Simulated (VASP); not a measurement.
The system is NaCl.

```
CELL_PARAMETERS angstrom
2.05844 -3.33492 0.00000
2.05844 3.33492 0.00000
0.00000 0.00000 6.80471
ATOMIC_POSITIONS crystal
Na 0.50000 0.50000 0.50000
Na 0.50000 0.50000 0.00000
Cl 0.83656 0.16344 0.25000
Cl 0.16344 0.83656 0.75000
```

* Program: VASP 6.6.1
* Task: relaxation of cell and atoms
* Functional: PBE
* Potentials or basis: VASP PAW PBE potentials, release 64 (Na_pv, Cl)
* Cutoff: 600 eV
* k mesh: 6 × 6 × 4
* Occupations: gaussian, width 0.02 eV
* Spin: no spin polarisation

At the start: pressure -0.1 GPa; volume 23.36 Å³/atom.

Problem. How do energy, volume and symmetry change on relaxing?

Solution. Over 12 steps the energy falls by 4.1 meV/atom and the volume is 23.18 Å³/atom (-0.8 %); space group Cmcm (No. 63, to 0.1 Å) before, P6_3/mmc (No. 194, to 0.1 Å).

The path:
| step | energy change (eV) | largest force (eV/Å) | pressure (GPa) | volume (Å³) |
| --- | --- | --- | --- | --- |
| 1 | 0.0000 | 0.0125 | -0.15 | 93.42 |
| 2 | -0.0051 | 0.0056 | -0.09 | 93.14 |
| 3 | -0.0141 | 0.0183 | 0.09 | 92.24 |
| 4 | -0.0148 | 0.0282 | 0.21 | 91.86 |
| 5 | -0.0148 | 0.0275 | 0.20 | 91.90 |
| 6 | -0.0157 | 0.0272 | 0.04 | 92.53 |
| 7 | -0.0158 | 0.0268 | -0.01 | 92.76 |
| 8 | -0.0157 | 0.0261 | -0.13 | 93.22 |
| 9 | -0.0158 | 0.0271 | -0.04 | 92.89 |
| 10 | -0.0160 | 0.0225 | -0.02 | 92.83 |
| 11 | -0.0162 | 0.0146 | 0.01 | 92.69 |
| 12 | -0.0164 | 0.0091 | 0.01 | 92.71 |

Final structure:
```cif
data_structure
_symmetry_space_group_name_H-M 'P 1'
_symmetry_Int_Tables_number 1
_cell_length_a 3.9561
_cell_length_b 3.9561
_cell_length_c 6.8369
_cell_angle_alpha 90.000
_cell_angle_beta 90.000
_cell_angle_gamma 119.955
_cell_volume 92.71
loop_
_atom_site_label
_atom_site_type_symbol
_atom_site_fract_x
_atom_site_fract_y
_atom_site_fract_z
_atom_site_occupancy
Na1 Na 0.50000 0.50000 0.50000 1
Na2 Na 0.50000 0.50000 0.00000 1
Cl1 Cl 0.83439 0.16561 0.25000 1
Cl2 Cl 0.16561 0.83439 0.75000 1
```
